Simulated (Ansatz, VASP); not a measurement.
# LiH in VASP and in Ansatz

```
Li H
1.0
     0.00000    2.01218    2.03250
     2.03250    0.00000    2.03250
     2.03250    2.01218    0.00000
Li H
1 1
Direct
  0.00000 0.00000 0.00000
  0.50000 0.50000 0.50000
```

Change from the starting cell: strain -0.0100 x Voigt [0, 1, 0, 0, 0, 0], atoms carried along.

Alike in both runs: task single point; functional LDA; k mesh 10 × 10 × 10; occupations gaussian, width 0.05 eV; no spin polarisation.

|  | VASP | Ansatz |
| --- | --- | --- |
| version | VASP 6.6.1 | Ansatz 0.2.0 |
| potentials or method | VASP PAW LDA potentials, release 64 (Li_sv, H), cutoff 520 eV | scalar-relativistic, plane waves, PAW |
| valence electrons in the cell | 4 | 4 |

VASP gave:

* gap on the k mesh at the Fermi level (eV): 2.54
* least direct gap on the mesh (eV): 2.62

Question: Which values does Ansatz return?

Answer: gap on the k mesh at the Fermi level (eV): 2.55; least direct gap on the mesh (eV): 2.63.

LDA's correlation is that of Perdew and Zunger in VASP and of Perdew and Wang (1992) in Ansatz.

Noted on VASP's run: the cutoff is short for stress, so the pressure is rough.
